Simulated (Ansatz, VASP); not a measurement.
# Two plane-wave programs on SiC2N4

```
CELL_PARAMETERS angstrom
6.63053 0.00000 0.00000
0.00000 6.63053 0.00000
0.00000 0.00000 6.63053
ATOMIC_POSITIONS crystal
Si 0.00000 0.00000 0.00000
Si 0.50000 0.50000 0.50000
C 0.75000 0.75000 0.75000
C 0.75000 0.25000 0.25000
C 0.25000 0.25000 0.75000
C 0.25000 0.75000 0.25000
N 0.85457 0.85457 0.85457
N 0.64543 0.35457 0.35457
N 0.14543 0.14543 0.85457
N 0.35457 0.64543 0.35457
N 0.85457 0.14543 0.14543
N 0.64543 0.64543 0.64543
N 0.14543 0.85457 0.14543
N 0.35457 0.35457 0.64543
```

Alike in both runs: task single point; functional LDA; k mesh 4 × 4 × 4; occupations gaussian, width 0.02 eV; no spin polarisation.

|  | VASP | Ansatz |
| --- | --- | --- |
| version | VASP 6.6.1 | Ansatz 0.2.0 |
| potentials or method | VASP PAW LDA potentials, release 64 (Si, C, N), cutoff 520 eV | scalar-relativistic, plane waves, PAW |
| valence electrons in the cell | 64 | 64 |

```tsv
	VASP	Ansatz	Ansatz less VASP
gap on the k mesh at the Fermi level (eV)	4.21	4.22	+0.008
least direct gap on the mesh (eV)	4.22	4.23	+0.008
```

LDA's correlation is that of Perdew and Zunger in VASP and of Perdew and Wang (1992) in Ansatz.

Noted on VASP's run: the standard files for N, O and F lose accuracy on very short bonds.
